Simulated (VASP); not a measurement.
A run of VASP 6.6.1:

INCAR

```
ALGO     = Normal         # electronic algorithm
EDIFF    = 1E-6           # SCF threshold, eV
ENCUT    = 520            # plane-wave cutoff, eV
GGA      = PE             # functional
ISIF     = 2              # what is computed and relaxed
ISMEAR   = 0              # smearing method
IVDW     = 12             # dispersion correction
LASPH    = T              # aspherical terms in the spheres
LCHARG   = F              # write CHGCAR
LREAL    = F              # projectors in reciprocal space
LWAVE    = F              # write WAVECAR
NBANDS   = 46             # bands
NELM     = 100            # most SCF steps
PREC     = Accurate       # precision mode
SIGMA    = 0.05           # smearing width, eV
```

Contents of KPOINTS:

```
k-points
0
Gamma
  6 6 6
```

File POSCAR:

```
ZnSe
1.0
    0.0000000000      0.0000000000     -5.2092370909
    4.0689269236      4.0689269236      0.0000000000
    4.0689269236     -4.0689269236      0.0000000000
Zn Se
4 4
Direct
    0.0000000000      0.0000000000      0.0000000000
    0.0000000000      0.5000000000      0.5000000000
    0.0000000000      0.5000000000      0.0000000000
    0.0000000000      0.0000000000      0.5000000000
    0.7158531487      0.2500000000      0.7500000000
    0.7158531487      0.7500000000      0.2500000000
    0.2841468513      0.2500000000      0.2500000000
    0.2841468513      0.7500000000      0.7500000000
```

Potentials or basis: VASP PAW PBE potentials, release 64 (Zn, Se).

Command:

```sh
$ cat potpaw_PBE.64/Zn/POTCAR potpaw_PBE.64/Se/POTCAR > POTCAR
$ mpirun -np 1 vasp_std > vasp.out
```

Hardware: 1 thread of Oxide Virtual Turin-like Processor, with other jobs on the host.

How long does it take, and how much memory?

Wall time 7 min on 1 thread of Oxide Virtual Turin-like Processor (shared host), peak memory 0.4 GiB. Counts: scf iterations 14, k points 40.
